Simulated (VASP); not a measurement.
# MgH2Ir2 (P6/mmm) in VASP: a series of runs

The runs below take MgH2Ir2 through single point, with PBE.

All numbers are computed with VASP 6.6.1; they aren't measurements. Logs are shortened: lines on timing, memory, paths and dates and some standing lists are left out, and cuts for length are marked.

## 1. The cell of the first run

It takes space group P6/mmm (No. 191, hexagonal). The conventional cell has a = 2.815 Å, b = 2.815 Å, c = 7.990 Å, α = 90.00°, β = 90.00°, γ = 120.00°. Within 3.4 Å of Mg (site symmetry 6/mmm) lie 2 Ir at 2.55 Å and 6 Mg at 2.81 Å. Within 2.2 Å of H (site symmetry -6m2) lie 3 H at 1.63 Å and 6 Ir at 2.17 Å. Ir (site symmetry 6mm) has 6 H at 2.17 Å and 1 Mg at 2.55 Å and 7 Ir at 2.81 to 2.89 Å within 2.9 Å.

The cell was generated, and may not be a known phase.

## 2. Single point, PBE

File INCAR:

```
SYSTEM = MgH2Ir2
PREC = Accurate
ENCUT = 520
EDIFF = 1E-7
ISMEAR = 0
SIGMA = 0.1
LREAL = .False.
LASPH = .True.
NELM = 60
ALGO = Fast
ISIF = 2
LWAVE = .False.
LCHARG = .False.
GGA = PE
NBANDS = 19
```

File KPOINTS:

```
Automatic mesh
0
Gamma
  6 6 4
  0 0 0
```

File POSCAR:

```
MgH2Ir2
1.0
    2.8148542785      0.0000000000      0.0000000000
   -1.4074271393      2.4377353132      0.0000000000
    0.0000000000      0.0000000000      7.9897948285
Mg H Ir
1 2 2
Direct
    0.0000000000      0.0000000000      0.5000000000
    0.3333333333      0.6666666667      0.0000000000
    0.6666666667      0.3333333333      0.0000000000
    0.0000000000      0.0000000000      0.8192340171
    0.0000000000      0.0000000000      0.1807659829
```

Potentials or basis: VASP PAW PBE potentials, release 64 (Mg, H, Ir).

Launch:

```sh
$ cat potpaw_PBE.64/Mg/POTCAR potpaw_PBE.64/H/POTCAR potpaw_PBE.64/Ir/POTCAR > POTCAR
$ mpirun -np 1 vasp_std > vasp.out
```

OUTCAR:

```text
SYSTEM = MgH2Ir2
   PREC = Accurate
   ENCUT = 520
   EDIFF = 1E-7
   ISMEAR = 0
   LREAL = .False.
   LASPH = .True.
   NELM = 60
   ISIF = 2
   GGA = PE

 ion  position               nearest neighbor table
   1  0.000  0.000  0.500-   4 2.55   5 2.55
   2  0.333  0.667  0.000-
   3  0.667  0.333  0.000-
   4  0.000  0.000  0.819-   1 2.55   5 2.89
   5  0.000  0.000  0.181-   1 2.55   4 2.89

  LATTYP: Found a hexagonal cell.
 ALAT       =     2.8148542785
 C/A-ratio  =     2.8384399468

  Lattice vectors:

 A1 = (   2.8148542785,   0.0000000000,   0.0000000000)
 A2 = (  -1.4074271393,   2.4377353132,   0.0000000000)
 A3 = (   0.0000000000,   0.0000000000,   7.9897948285)

Analysis of symmetry for initial positions (statically):
=====================================================================
 Subroutine PRICEL returns:
 Original cell was already a primitive cell.

 Routine SETGRP: Setting up the symmetry group for a
 hexagonal supercell.

 Subroutine GETGRP returns: Found 24 space group operations
 (whereof 24 operations were pure point group operations)
 out of a pool of 24 trial point group operations.

The static configuration has the point symmetry D_6h.

Analysis of symmetry for dynamics (positions and initial velocities):
=====================================================================
 Subroutine PRICEL returns:
 Original cell was already a primitive cell.

 Routine SETGRP: Setting up the symmetry group for a
 hexagonal supercell.

 Subroutine GETGRP returns: Found 24 space group operations
 (whereof 24 operations were pure point group operations)
 out of a pool of 24 trial point group operations.

The dynamic configuration has the point symmetry D_6h.

 Subroutine INISYM returns: Found 24 space group operations
 (whereof 24 operations are pure point group operations),
 and found     1 'primitive' translations

----------------------------------------------------------------------------------------

                                     Primitive cell

  volume of cell :      54.8249

  direct lattice vectors                    reciprocal lattice vectors
     2.814854278  0.000000000  0.000000000     0.355258177  0.205108404  0.000000000
    -1.407427139  2.437735313  0.000000000     0.000000000  0.410216808  0.000000000
     0.000000000  0.000000000  7.989794829     0.000000000  0.000000000  0.125159659

  length of vectors
     2.814854278  2.814854279  7.989794829     0.410216808  0.410216808  0.125159659

  position of ions in fractional coordinates (direct lattice)
     0.000000000  0.000000000  0.500000000
     0.333333333  0.666666667  0.000000000
     0.666666667  0.333333333  0.000000000
     0.000000000  0.000000000  0.819234017
     0.000000000  0.000000000  0.180765983

  ion indices of the primitive-cell ions
   primitive index   ion index
                 1           1
                 2           2
                 3           3
                 4           4
                 5           5

----------------------------------------------------------------------------------------

 KPOINTS: Automatic mesh

Automatic generation of k-mesh.
 Grid dimensions read from file:
 generate k-points for:    6    6    4

 Generating k-lattice:

  Cartesian coordinates                     Fractional coordinates (reciprocal lattice)
     0.059209696  0.034184734  0.000000000     0.166666667  0.000000000  0.000000000
     0.000000000  0.068369468  0.000000000     0.000000000  0.166666667  0.000000000
     0.000000000  0.000000000  0.031289915     0.000000000  0.000000000  0.250000000

  Length of vectors
     0.068369468  0.068369468  0.031289915

  Shift w.r.t. Gamma in fractional coordinates (k-lattice)
     0.000000000  0.000000000  0.000000000

 Subroutine IBZKPT returns following result:
 ===========================================

 Found     21 irreducible k-points:

 Following reciprocal coordinates:
            Coordinates               Weight
  0.000000  0.000000  0.000000      1.000000
  0.166667  0.000000  0.000000      6.000000
  0.333333  0.000000  0.000000      6.000000
  0.500000 -0.000000  0.000000      3.000000
  0.166667  0.166667  0.000000      6.000000
  0.333333  0.166667  0.000000     12.000000
[... 13 lines left out ...]
  0.333333  0.166667  0.500000     12.000000
  0.333333  0.333333  0.500000      2.000000
   k-points           NKPTS =     21   k-points in BZ     NKDIM =     21   number of bands    NBANDS=     19
   number of dos      NEDOS =    301   number of ions     NIONS =      5
   total plane-waves  NPLWV =  34560
   dimension x,y,z NGX =    24 NGY =   24 NGZ =   60
   dimension x,y,z NGXF=    48 NGYF=   48 NGZF=  120
   ions per type =               1   2   2
   NGX,Y,Z   is equivalent  to a cutoff of  14.17, 14.17, 12.48 a.u.
   NGXF,Y,Z  is equivalent  to a cutoff of  28.35, 28.35, 24.97 a.u.
 SYSTEM =  MgH2Ir2
   PREC   = accura    normal or accurate (medium, high low for compatibility)
   ISTART =      0    job   : 0-new  1-cont  2-samecut
   ICHARG =      2    charge: 1-file 2-atom 10-const
   ISPIN  =      1    spin polarized calculation?
   LNONCOLLINEAR =      F non collinear calculations
   LSORBIT =      F    spin-orbit coupling
   LASPH  =      T    aspherical Exc in radial PAW
   ENCUT  =  520.0 eV  38.22 Ry    6.18 a.u.   5.23  5.23 14.86*2*pi/ulx,y,z
   NELM   =     60;   NELMIN=  2; NELMDL= -5     # of ELM steps
   EDIFF  = 0.1E-06   stopping-criterion for ELM
   LREAL  =      F    real-space projection
   EDIFFG = 0.1E-05   stopping-criterion for IOM
   NSW    =      0    number of steps for IOM
   IBRION =     -1    ionic relax: 0-MD 1-quasi-New 2-CG
   NFREE  =      0    steps in history (QN), initial steepest desc. (CG)
   ISIF   =      2    stress and relaxation
   ISYM   =      2    0-nonsym 1-usesym 2-fastsym
   POTIM  = 0.5000    time-step for ionic-motion
   TEBEG  =    0.0;   TEEND  =   0.0 temperature during run
   PSTRESS=    0.0 pullay stress
   NELECT =      22.0000    total number of electrons
   NUPDOWN=      -1.0000    fix difference up-down
   EMIN   =  10.00;   EMAX   =-10.00  energy-range for DOS
   EFERMI =   0.00;   METHOD = LEGACY
   ISMEAR =     0;   SIGMA  =   0.10  broadening in eV -4-tet -1-fermi 0-gaus
   EFERMI_NEDOS =   21; number of points for ismear=-14 and -15
   IALGO  =     68    algorithm
   IMIX   =      4    mixing-type and parameters
     AMIX     =   0.40;   BMIX     =  1.00
     AMIX_MAG =   1.60;   BMIX_MAG =  1.00
  volume/ion in A,a.u.               =      10.96        74.00
  Fermi-wavevector in a.u.,A,eV,Ry     =   1.207507  2.281858 19.838293  1.458073
  Thomas-Fermi vector in A             =   2.343143
   LORBIT       =      0    0 simple, 1 ext, 2 COOP (PROOUT), +10 PAW based schemes
   GGA     = PE    functional components
   LHFCALC =     F    Hartree Fock is set to
   AEXX    =    0.0000 exact exchange contribution
   IVDW    =     0    specifies the selected vdW correction
   LEPSILON=     F    determine dielectric tensor
   LRPA    =     F    only Hartree local field effects (RPA)
 non-spin polarized calculation
 RMM-DIIS sequential band-by-band and
 Gauss-broadening in eV      SIGMA  =   0.10
  energy-cutoff  :      520.00
  volume of cell :       54.82
 maximum number of plane-waves:      1493
 NGX is ok and might be reduce to    24
   NGX = 11   NGY = 11   NGZ = 29

 number of electron      22.0000001 magnetization

 Free energy of the ion-electron system (eV)
  ---------------------------------------------------
  ext. energy  EPLUGINS =         0.00000000
  ---------------------------------------------------
  free energy    TOTEN  =       -22.91494841 eV

  energy without entropy =      -22.88032888  energy(sigma->0) =      -22.89763864

 E-fermi :   6.4372     XC(G=0): -11.7813

 val. band max:        6.3955494119   @ k =   0.3333   0.0000   0.5000
 cond. band min:       6.4449153827   @ k =   0.5000  -0.0000   0.5000
 fundamental gap:      0.0493659708
 Fermi energy:         6.4372094028

 k-point     1 :       0.0000    0.0000    0.0000
  band No.  band energies     occupation
      1      -5.9437      2.00000
      2      -0.8878      2.00000
      3      -0.1854      2.00000
      4       1.2476      2.00000
      5       3.4577      2.00000
      6       3.7232      2.00000
[... 11 lines left out ...]
     18      19.8680      0.00000
     19      21.5419      0.00000

 k-point     2 :       0.1667    0.0000    0.0000
  band No.  band energies     occupation
      1      -5.2878      2.00000
      2       0.1119      2.00000
      3       0.2250      2.00000
      4       1.7964      2.00000
      5       2.9342      2.00000
      6       3.4417      2.00000
[... 11 lines left out ...]
     18      18.1152      0.00000
     19      20.0021      0.00000

 k-point     3 :       0.3333    0.0000    0.0000
  band No.  band energies     occupation
      1      -3.6873      2.00000
      2       0.3213      2.00000
      3       1.2163      2.00000
      4       1.8231      2.00000
      5       3.3076      2.00000
      6       3.4513      2.00000
[... 11 lines left out ...]
     18      15.8325      0.00000
     19      15.8688      0.00000

 k-point     4 :       0.5000   -0.0000    0.0000
  band No.  band energies     occupation
      1      -2.3154      2.00000
      2      -0.8870      2.00000
      3       1.0142      2.00000
      4       2.5499      2.00000
      5       3.0492      2.00000
      6       3.8437      2.00000
[... 11 lines left out ...]
     18      14.8958      0.00000
     19      15.7792      0.00000

 k-point     5 :       0.1667    0.1667    0.0000
  band No.  band energies     occupation
      1      -4.1476      2.00000
      2       0.9551      2.00000
      3       1.6960      2.00000
      4       1.7415      2.00000
      5       2.7013      2.00000
      6       2.8690      2.00000
[... 11 lines left out ...]
     18      15.1611      0.00000
     19      16.7845      0.00000

 k-point     6 :       0.3333    0.1667    0.0000
  band No.  band energies     occupation
      1      -2.4602      2.00000
      2      -0.0410      2.00000
      3       1.9448      2.00000
      4       2.4183      2.00000
      5       3.2339      2.00000
      6       3.3345      2.00000
[... 11 lines left out ...]
     18      13.3470      0.00000
     19      15.3639      0.00000

 k-point     7 :       0.3333    0.3333    0.0000
  band No.  band energies     occupation
      1      -0.9533      2.00000
      2      -0.9533      2.00000
      3       2.8027      2.00000
      4       3.2707      2.00000
      5       3.2707      2.00000
      6       3.5018      2.00000
[... 11 lines left out ...]
     18      13.6038      0.00000
     19      13.6038      0.00000

 k-point     8 :       0.0000    0.0000    0.2500
  band No.  band energies     occupation
      1      -5.9310      2.00000
      2      -1.2493      2.00000
      3       0.3359      2.00000
      4       1.2211      2.00000
      5       3.3365      2.00000
      6       3.7238      2.00000
[... 190 lines left out ...]
 k-point    17 :       0.3333    0.0000    0.5000
  band No.  band energies     occupation
      1      -3.6818      2.00000
      2       0.4861      2.00000
      3       0.9670      2.00000
      4       2.1065      2.00000
      5       2.6206      2.00000
      6       3.8656      2.00000
[... 11 lines left out ...]
     18      17.0879      0.00000
     19      17.4247      0.00000

 k-point    18 :       0.5000   -0.0000    0.5000
  band No.  band energies     occupation
      1      -2.3107      2.00000
      2      -0.8648      2.00000
      3       0.9876      2.00000
      4       2.6513      2.00000
      5       2.6779      2.00000
      6       4.7346      2.00000
[... 11 lines left out ...]
     18      13.8951      0.00000
     19      14.4486      0.00000

 k-point    19 :       0.1667    0.1667    0.5000
  band No.  band energies     occupation
      1      -4.1388      2.00000
      2       0.8569      2.00000
      3       1.6982      2.00000
      4       2.2477      2.00000
      5       2.6085      2.00000
      6       2.8346      2.00000
[... 11 lines left out ...]
     18      15.4961      0.00000
     19      18.4485      0.00000

 k-point    20 :       0.3333    0.1667    0.5000
  band No.  band energies     occupation
      1      -2.4581      2.00000
      2      -0.0180      2.00000
      3       1.8815      2.00000
      4       2.7780      2.00000
      5       2.8259      2.00000
      6       3.4311      2.00000
[... 11 lines left out ...]
     18      13.4632      0.00000
     19      15.1538      0.00000

 k-point    21 :       0.3333    0.3333    0.5000
  band No.  band energies     occupation
      1      -0.9523      2.00000
      2      -0.9523      2.00000
      3       2.9431      2.00000
      4       3.3654      2.00000
      5       3.3654      2.00000
      6       3.4532      2.00000
[... 11 lines left out ...]
     18      14.6998      0.00000
     19      14.6998      0.00000

------------------------ aborting loop because EDIFF is reached ----------------------------------------

  FORCE on cell =-STRESS in cart. coord.  units (eV):
  Direction    XX          YY          ZZ          XY          YZ          ZX
  --------------------------------------------------------------------------------------
  -------------------------------------------------------------------------------------
  Total        0.0966075      0.0966075     -0.0023295     -0.0000000     -0.0000000      0.0000000
  in kB        2.8232113      2.8232113     -0.0680763     -0.0000000     -0.0000000      0.0000000
  external PRESSURE =       1.8594487 kB  Pullay stress =       0.0000000 kB

 VOLUME and BASIS-vectors are now :
 -----------------------------------------------------------------------------
  energy-cutoff  :      520.00
  volume of cell :       54.82
      direct lattice vectors                 reciprocal lattice vectors
     2.814854278  0.000000000  0.000000000     0.355258177  0.205108404  0.000000000
    -1.407427139  2.437735313  0.000000000     0.000000000  0.410216808  0.000000000
     0.000000000  0.000000000  7.989794829     0.000000000  0.000000000  0.125159659

 POSITION                                       TOTAL-FORCE (eV/Angst)
 -----------------------------------------------------------------------------------
      0.00000      0.00000      3.99490        -0.000000      0.000000      0.000000
     -0.00000      1.62516      0.00000         0.000000     -0.000000      0.000000
      1.40743      0.81258      0.00000        -0.000000      0.000000      0.000000
      0.00000      0.00000      6.54551         0.000000     -0.000000     -0.038964
      0.00000      0.00000      1.44428        -0.000000     -0.000000      0.038964
 -----------------------------------------------------------------------------------
    total drift:                               -0.000000      0.000000      0.000000

  FREE ENERGIE OF THE ION-ELECTRON SYSTEM (eV)
  ---------------------------------------------------
  free  energy   TOTEN  =       -22.9149484088 eV

  energy  without entropy=      -22.8803288791  energy(sigma->0) =      -22.89763864
```

Run time: 32 s. Hardware: 1 thread of Oxide Virtual Turin-like, shared host; peak memory 0.16 GiB.

Results:

```yaml
Free_energy: -22.9149 eV
Pressure: 0.2 GPa
Largest_force: 0.039 eV/Å
Band_gap_on_the_k_mesh: zero (bands 11 and 12 overlap by 2.99 eV)
```

Forces on the atoms (eV/Å):
```
Mg   0.000  0.000  0.000
H    0.000  0.000  0.000
H    0.000  0.000  0.000
Ir   0.000  0.000 -0.039
Ir   0.000  0.000  0.039
```

Stress tensor (GPa, compression positive):
```
 0.28  0.00  0.00
 0.00  0.28  0.00
 0.00  0.00 -0.01
```

Levels at points of the mesh, in eV from the Fermi level:
```
           k point  band 7  band 8  band 9  band 10  band 11  band 12  band 13  band 14  band 15  band 16
(0.00, 0.00, 0.00)   -2.71   -2.48   -2.48    -0.68    -0.68     0.13     0.13     1.88     4.55     5.10
(0.50, 0.00, 0.00)   -1.68   -0.76   -0.55    -0.40     1.22     1.28     1.59     2.02     3.03     5.07
(0.00, 0.00, 0.50)   -2.71   -2.48   -2.48    -0.68    -0.68     0.14     0.14     1.05     5.11     7.07
(0.50, 0.00, 0.50)   -1.67   -1.65   -0.55     0.01     0.73     1.22     1.28     2.73     3.46     5.01
```

Caveat: the k points lie up to 0.43 Å⁻¹ apart, too coarse for converged energies and pressures of a metal; spin-orbit coupling is left out, which moves the levels of the heavy elements.

## 3. Single point, PBE

This run uses another cell than the first one, of 13.65 Å³/atom.

File INCAR:

```
SYSTEM = MgH2Ir2
ALGO = Normal
EDIFF = 1E-6
ENCUT = 520
GGA = PE
ISIF = 2
ISMEAR = 0
LASPH = .TRUE.
LCHARG = .FALSE.
LREAL = .FALSE.
LWAVE = .FALSE.
NBANDS = 19
NELM = 60
PREC = Accurate
SIGMA = 0.1
```

File KPOINTS:

```
k-points
0
G
  6 6 4
  0 0 0
```

File POSCAR:

```
MgH2Ir2
1.0
    3.3749976400      0.0000000000      0.0000000000
   -1.6874988200      2.9228336900      0.0000000000
    0.0000000000      0.0000000000      6.9191293900
Mg H Ir
1 2 2
Direct
    0.0000000000      0.0000000000      0.5000000000
    0.3333333300      0.6666666700      0.0000000000
    0.6666666700      0.3333333300      0.0000000000
    0.0000000000      0.0000000000      0.7981457500
    0.0000000000      0.0000000000      0.2018542500
```

Potentials or basis: VASP PAW PBE potentials, release 64 (Mg, H, Ir).

Launch:

```sh
$ cat potpaw_PBE.64/Mg/POTCAR potpaw_PBE.64/H/POTCAR potpaw_PBE.64/Ir/POTCAR > POTCAR
$ mpirun -np 1 vasp_std > vasp.out
```

It took 36 s on 1 thread of Oxide Virtual Turin-like, shared host; peak memory 0.18 GiB.

The run converged. Its results:

```
Free energy            : -17.7090 eV
Pressure               : -0.1 GPa
Largest force          : 7.539 eV/Å
Band gap on the k mesh : zero (bands 11 and 12 overlap by 1.57 eV)
```

Forces on the atoms (eV/Å):
```
Mg   0.000  0.000  0.000
H    0.000  0.000  0.000
H    0.000  0.000  0.000
Ir   0.000  0.000  7.539
Ir   0.000  0.000 -7.539
```

Stress tensor (GPa, compression positive):
```
-29.28   0.00   0.00
  0.00 -29.28   0.00
  0.00   0.00  58.28
```

Levels at points of the mesh, in eV from the Fermi level:
| k point | band 9 | band 10 | band 11 | band 12 | band 13 | band 14 | band 15 | band 16 |
| --- | --- | --- | --- | --- | --- | --- | --- | --- |
| (0.00, 0.00, 0.00) | -1.30 | -1.30 | -0.48 | -0.36 | -0.36 | 2.56 | 5.80 | 7.98 |
| (0.50, 0.00, 0.00) | -0.10 | 0.08 | 0.24 | 0.29 | 1.46 | 2.43 | 2.78 | 4.15 |
| (0.00, 0.00, 0.50) | -1.34 | -1.34 | -0.56 | -0.37 | -0.37 | 2.56 | 3.80 | 10.68 |
| (0.50, 0.00, 0.50) | -0.69 | 0.09 | 0.23 | 0.99 | 1.45 | 1.65 | 2.77 | 6.37 |

Caveat: the stress differs along the axes, from -29 to 58 GPa; spin-orbit coupling is left out, which moves the levels of the heavy elements; forces of over 1 eV/Å act on the atoms, so gaps and moduli don't describe the material at rest.

The gap in the log of VASP goes by the Fermi energy; the results here count the filled bands.